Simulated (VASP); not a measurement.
A run of VASP 6.6.1 is set up as follows.

The input INCAR:

```
SYSTEM = Co
PREC = Accurate ; ENCUT = 520
EDIFF = 1E-6 ; ISMEAR = 0
SIGMA = 0.05 ; LREAL = .False.
LASPH = .True. ; NELM = 60
ALGO = Normal ; ISIF = 2
LWAVE = .False. ; LCHARG = .True.
GGA = PE ; LELF = .True.
LVHAR = .True. ; NBANDS = 16
```

File KPOINTS:

```
Automatic mesh
0
Gamma
  20 20 12
  0 0 0
```

Contents of POSCAR:

```
Co
1.0
    2.4375031213      0.0000000000      0.0000000000
   -1.2187515607      2.1109396249      0.0000000000
    0.0000000000      0.0000000000      3.9322931221
Co
2
Direct
    0.3333333333      0.6666666667      0.2500000000
    0.6666666667      0.3333333333      0.7500000000
```

Potentials or basis: VASP PAW PBE potentials, release 64 (Co).

Launch:

```console
$ cat potpaw_PBE.64/Co/POTCAR > POTCAR
$ mpirun -np 1 vasp_std > vasp.out
```

Problem. What does it give for the band gap on the k mesh?

Solution. Zero (bands 9 and 10 overlap by 1.59 eV).

Problem. Predict the pressure.

Solution. 4.7 GPa.

Caveat: the cell stands under pressure; the run has no spin polarisation, though such a crystal can be magnetic. Spin polarisation is off, so any magnetic state and its effect on volume and gap are missing.
